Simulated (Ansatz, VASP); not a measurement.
# GaN: VASP beside Ansatz

The input INCAR:

```
PREC = Accurate
ENCUT = 520
EDIFF = 1E-7
ISMEAR = -1
SIGMA = 0.02
LREAL = F
LASPH = T
NELM = 80
ALGO = Normal
ISIF = 2
LWAVE = F
LCHARG = F
GGA = PE
NBANDS = 16
```

File KPOINTS:

```
Automatic mesh
0
Gamma
  10 10 10
```

File POSCAR:

```
GaN
1.0
    0.0562270730      2.1647423092      2.1647423092
    2.1647423092      0.0562270730      2.1647423092
    2.1647423092      2.1647423092      0.0562270730
Ga N
1 1
Direct
    0.0000000000      0.0000000000      0.0000000000
    0.5000000000      0.5000000000      0.5000000000
```

Input for Ansatz:

```yaml
crystal:
  lattice:
    - [0.056227073, 2.1647423092, 2.1647423092]
    - [2.1647423092, 0.056227073, 2.1647423092]
    - [2.1647423092, 2.1647423092, 0.056227073]
  atoms:
    - { symbol: Ga, position: [0.0, 0.0, 0.0] }
    - { symbol: "N", position: [0.5, 0.5, 0.5] }
kpoints:
  mp_grid: { grid: [10, 10, 10] }
  band_path:
    path:
      - [0.0, 0.0, 0.0]
      - [0.5, 0.0, 0.5]
      - [0.625, 0.25, 0.625]
      - [0.375, 0.375, 0.75]
      - [0.5, 0.5, 0.5]
      - [0.5, 0.25, 0.75]
      - [0.200521, 0.200521, 0.348958]
      - [0.0, 0.5, 0.5]
    npoints: 1
hamiltonian:
  xc: pbe
scf:
  occupations: { method: fermi_dirac, width: 0.02 }
  n_extra_bands: 4
output:
  forces: true
  stress: true
  eigenvalues: true
```

Change from the starting cell: shear_111 strain +4.0%.

Alike in both runs: task single point; functional PBE; k mesh 10 × 10 × 10; occupations fermi-dirac, width 0.02 eV; no spin polarisation.

|  | VASP | Ansatz |
| --- | --- | --- |
| version | VASP 6.6.1 | Ansatz 0.2.0 |
| potentials or method | VASP PAW PBE potentials, release 64 (Ga_d, N) | plane waves, PAW |
| plane-wave cutoff (eV) | 520 | 420 |
| valence electrons in the cell | 18 | 18 |

Ansatz gave:

```
pressure (GPa)                                                : -0.6
traceless stress, the component that is largest in VASP (GPa) : -5.56
```

Problem. Which values does VASP return?

Solution. Pressure (GPa): 0.2; traceless stress, the component that is largest in VASP (GPa): -5.55.

The functional is the same, so the differences come from potentials, cutoffs and numerics.
